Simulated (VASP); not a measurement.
# Ta4Co7Si3W2 in VASP: single point with PBE

Aim: the single point of Ta4Co7Si3W2 with PBE.

Everything below comes from runs of VASP 6.6.1. Logs are shortened: lines on timing, memory, paths and dates and some standing lists are left out, and cuts for length are marked.

## Step 1: The cell of the first run

The cell holds a disordered packing, 16 atoms: a = 5.854 Å, b = 6.048 Å, c = 6.315 Å, α = 88.37°, β = 91.36°, γ = 90.30°.

## Step 2: Single point, PBE

INCAR reads:

```
  PREC = Accurate
  ENCUT = 520
  EDIFF = 1E-6
  ISMEAR = -1
  SIGMA = 0.2137
  LREAL = Auto
  LASPH = T
  NELM = 100
  ALGO = Normal
  ISIF = 2
  LWAVE = F
  LCHARG = T
  GGA = PE
  LELF = T
  LVHAR = T
  NBANDS = 88
```

KPOINTS reads:

```
regular mesh
0
Gamma
  4 4 4
```

POSCAR reads:

```
Ta4Co7Si3W2
1.0
    5.8536600000     -0.0150070000     -0.0721260000
   -0.0150070000      6.0477940000      0.0876360000
   -0.0721260000      0.0876360000      6.3142370000
Co Ta Si W
7 4 3 2
Direct
    0.6115578061      0.6561631238      0.5902297283
    0.3456019620      0.5929098646      0.9937909736
    0.3113873654      0.9342077797      0.8469250221
    0.5498811433      0.0339325017      0.5103298677
    0.9365448523      0.1161266124      0.6826808551
    0.5458471544      0.3686725335      0.7910367225
    0.8574195296      0.9958102219      0.2710526950
    0.7934299867      0.3797485430      0.4073066085
    0.7027432854      0.8232645685      0.9027342607
    0.4503965213      0.1591285350      0.1252617911
    0.2621676537      0.3727027058      0.4438023437
    0.1658834814      0.9301370966      0.4842348504
    0.5209121119      0.7578770985      0.2729633521
    0.0491767431      0.6606182226      0.1903365171
    0.9924519796      0.2512112674      0.0111879941
    0.0433029947      0.5855653887      0.7639739118
```

Potentials or basis: VASP PAW PBE potentials, release 64 (Co, Ta_pv, Si, W_sv).

Command:

```bash
cat potpaw_PBE.64/Co/POTCAR potpaw_PBE.64/Ta_pv/POTCAR potpaw_PBE.64/Si/POTCAR potpaw_PBE.64/W_sv/POTCAR > POTCAR
mpirun -np 1 vasp_std > vasp.out
```

OUTCAR:

```text
PREC = Accurate
   ENCUT = 520
   EDIFF = 1E-6
   ISMEAR = -1
   LREAL = Auto
   LASPH = T
   NELM = 100
   ISIF = 2
   GGA = PE

 ion  position               nearest neighbor table
   1  0.612  0.656  0.590-  13 2.13   6 2.16   9 2.29   8 2.33   4 2.35  16 2.76  11 2.82   3 2.98
                             2 3.03
   2  0.346  0.593  0.994-  14 2.20   6 2.24   3 2.25  16 2.26  13 2.27   9 2.57  10 2.80  15 2.92
                             1 3.03  11 3.15
   3  0.311  0.934  0.847-   2 2.25  10 2.38   9 2.41  12 2.43   4 2.63   5 2.64  16 2.68  15 2.91
                             6 2.97   1 2.98  13 3.09  14 3.12
   4  0.550  0.034  0.510-  13 2.28  12 2.33   1 2.35   7 2.39   5 2.54  10 2.58   8 2.60   3 2.63
                            11 2.68   6 2.73   9 2.88
   5  0.937  0.116  0.683-  12 2.19  15 2.27   8 2.46   4 2.54   9 2.62   3 2.64   7 2.75   6 2.86
                            11 2.88  16 2.96  16 3.30
   6  0.546  0.369  0.791-   1 2.16   2 2.24  10 2.50  11 2.72   4 2.73   8 2.85   5 2.86   3 2.97
                             9 2.99  15 3.01  16 3.19  16 3.23
   7  0.857  0.996  0.271-  12 2.26  15 2.37   4 2.39  14 2.40  13 2.43   8 2.53   9 2.71  10 2.71
                             5 2.75
   8  0.793  0.380  0.407-   1 2.33   5 2.46   7 2.53   4 2.60  14 2.64  11 2.75   6 2.85  13 2.89
                            15 2.91  16 2.96  10 2.99  11 3.12
   9  0.703  0.823  0.903-   1 2.29   3 2.41   2 2.57  13 2.61   5 2.62  16 2.64   7 2.71  14 2.85
                             4 2.88  10 2.93   6 2.99  15 3.17
  10  0.450  0.159  0.125-   3 2.38   6 2.50   4 2.58  13 2.61  11 2.68   7 2.71   2 2.80  15 2.81
                             9 2.93   8 2.99  12 3.13  15 3.31
  11  0.262  0.373  0.444-  14 2.63   4 2.68  10 2.68   6 2.72  12 2.74   8 2.75  16 2.77   1 2.82
                             5 2.88  13 2.96   8 3.12   2 3.15  15 3.22
  12  0.166  0.930  0.484-   5 2.19   7 2.26   4 2.33   3 2.43  14 2.58  13 2.72  11 2.74  16 2.80
                            10 3.13
  13  0.521  0.758  0.273-   1 2.13   2 2.27   4 2.28   7 2.43  10 2.61   9 2.61  12 2.72  14 2.86
                             8 2.89  11 2.96   3 3.09
  14  0.049  0.661  0.190-   2 2.20   7 2.40  12 2.58  11 2.63   8 2.64  16 2.74  15 2.77   9 2.85
                            13 2.86   3 3.12
  15  0.992  0.251  0.011-   5 2.27   7 2.37  16 2.54  14 2.77  10 2.81   8 2.91   3 2.91   2 2.92
                             6 3.01   9 3.17  11 3.22  10 3.31
  16  0.043  0.586  0.764-   2 2.26  15 2.54   9 2.64   3 2.68  14 2.74   1 2.76  11 2.77  12 2.80
                             8 2.96   5 2.96   6 3.19   6 3.23   5 3.30

  LATTYP: Found a triclinic cell.
 ALAT       =     6.0484475318
 B/A-ratio  =     1.3880441803
 C/A-ratio  =     1.0441120599
 COS(alpha) =     0.0038759931
 COS(beta)  =     0.0283903743
 COS(gamma) =     0.7167964418

  Lattice vectors:

 A1 = (   0.0150070000,  -6.0477940000,  -0.0876360000)
 A2 = (  -5.8386530000,  -6.0327870000,  -0.0155100000)
 A3 = (   0.0721260000,  -0.0876360000,  -6.3142370000)

Analysis of symmetry for initial positions (statically):
=====================================================================
 Subroutine PRICEL returns:
[... 170 lines left out ...]
     AMIX     =   0.40;   BMIX     =  1.00
     AMIX_MAG =   1.60;   BMIX_MAG =  1.00
  volume/ion in A,a.u.               =      13.97        94.25
  Fermi-wavevector in a.u.,A,eV,Ry     =   1.423800  2.690593 27.581835  2.027208
  Thomas-Fermi vector in A             =   2.544359
   LORBIT       =      0    0 simple, 1 ext, 2 COOP (PROOUT), +10 PAW based schemes
   GGA     = PE    functional components
   LHFCALC =     F    Hartree Fock is set to
   AEXX    =    0.0000 exact exchange contribution
   IVDW    =     0    specifies the selected vdW correction
   LEPSILON=     F    determine dielectric tensor
   LRPA    =     F    only Hartree local field effects (RPA)
 non-spin polarized calculation
  energy-cutoff  :      520.00
  volume of cell :      223.46
 maximum number of plane-waves:      6035
 NGX is ok and might be reduce to    48
   NGX = 21   NGY = 23   NGZ = 23

 number of electron     146.9999999 magnetization

 Free energy of the ion-electron system (eV)
  ---------------------------------------------------
  ext. energy  EPLUGINS =         0.00000000
  ---------------------------------------------------
  free energy    TOTEN  =      -136.18416576 eV

  energy without entropy =     -133.71216256  energy(sigma->0) =     -134.94816416

 E-fermi :   8.9017     XC(G=0): -12.6516

 val. band max:        8.8954256460   @ k =   0.5000  -0.2500   0.2500
 cond. band min:       8.9055290281   @ k =   0.5000   0.0000   0.5000
 fundamental gap:      0.0101033821
 Fermi energy:         8.9017444619

 k-point     1 :       0.0000    0.0000    0.0000
  band No.  band energies     occupation
      1     -65.1090      2.00000
      2     -64.9440      2.00000
      3     -29.7401      2.00000
      4     -29.3946      2.00000
      5     -29.3246      2.00000
      6     -29.2379      2.00000
[... 2101 lines left out ...]
     84      10.4294      0.00157
     85      10.6269      0.00062

 [... further k-points ...]

 [bands above 85 left out]

------------------------ aborting loop because EDIFF is reached ----------------------------------------

  FORCE on cell =-STRESS in cart. coord.  units (eV):
  Direction    XX          YY          ZZ          XY          YZ          ZX
  --------------------------------------------------------------------------------------
  -------------------------------------------------------------------------------------
  Total        9.8231539     10.8548984     21.1305863     -6.9914078      2.0819483     -2.9067381
  in kB       70.4315192     77.8290758    151.5052414    -50.1280423     14.9274649    -20.8411658
  external PRESSURE =      99.9219455 kB  Pullay stress =       0.0000000 kB

 VOLUME and BASIS-vectors are now :
 -----------------------------------------------------------------------------
  energy-cutoff  :      520.00
  volume of cell :      223.46
      direct lattice vectors                 reciprocal lattice vectors
     5.853660000 -0.015007000 -0.072126000     0.170858285  0.000395767  0.001946180
    -0.015007000  6.047794000  0.087636000     0.000395767  0.165383725 -0.002290858
    -0.072126000  0.087636000  6.314237000     0.001946180 -0.002290858  0.158426288

 POSITION                                       TOTAL-FORCE (eV/Angst)
 -----------------------------------------------------------------------------------
      3.52743      4.01089      3.74024        -0.680106      0.234997     -0.082528
      1.94246      3.66770      6.30207         1.280227     -1.739123      2.295523
      1.74765      5.71944      5.40710        -1.565036      1.453473     -1.592959
      3.18150      0.24169      3.18566        -0.810417      0.667923      1.120433
      5.43123      0.74808      4.25324        -0.576567     -0.298537     -0.600546
      3.13262      2.29079      4.98773         1.010697     -2.635256     -0.018697
[... 8 lines left out ...]
      5.80490      1.50536      0.02108         0.039340      0.240600      1.238914
      0.18959      3.60768      4.87211        -0.490337      0.429479     -2.819999
 -----------------------------------------------------------------------------------
    total drift:                                0.002131     -0.005062      0.003768

  FREE ENERGIE OF THE ION-ELECTRON SYSTEM (eV)
  ---------------------------------------------------
  free  energy   TOTEN  =      -136.1841657643 eV

  energy  without entropy=     -133.7121625634  energy(sigma->0) =     -134.94816416
```

stdout:

```text
POSCAR found type information on POSCAR CoTaSiW
 POSCAR found :  4 types and      16 ions
 scaLAPACK will be used
 LDA part: xc-table for (Slater+PW92), standard interpolation
 POSCAR, INCAR and KPOINTS ok, starting setup
 FFT: planning ... GRIDC
 FFT: planning ... GRID_SOFT
 FFT: planning ... GRID
 WAVECAR not read
 entering main loop
```

Run time: 29 min. Hardware: 1 thread of Intel Xeon 6975P-C (Granite Rapids), shared host; peak memory 0.61 GiB.

Results:

- Free energy: -136.1842 eV
- Pressure: 10.0 GPa
- Largest force: 3.152 eV/Å
- Band gap on the k mesh: zero (an odd number of electrons rules out a gap without spin polarisation)

Forces in eV/Å, atoms in the order of the input:
```
Co  -0.680  0.235 -0.083
Co   1.280 -1.739  2.296
Co  -1.565  1.453 -1.593
Co  -0.810  0.668  1.120
Co  -0.577 -0.299 -0.601
Co   1.011 -2.635 -0.019
Co   0.191 -1.431  0.090
Ta  -1.541  0.326 -0.389
Ta   1.429  1.528  1.269
Ta   0.646  0.914 -0.569
Ta   1.003  1.011  0.726
Si   1.153 -0.706  0.137
Si  -0.323 -0.883 -0.258
Si  -0.766  0.888 -0.547
W    0.039  0.241  1.239
W   -0.490  0.429 -2.820
```

Caveat: the atoms stand as in a frame of molecular dynamics; spin-orbit coupling is left out, which moves the levels of the heavy elements; the run has no spin polarisation, though such a crystal can be magnetic. Spin polarisation is off, so any magnetic state and its effect on volume and gap are missing.
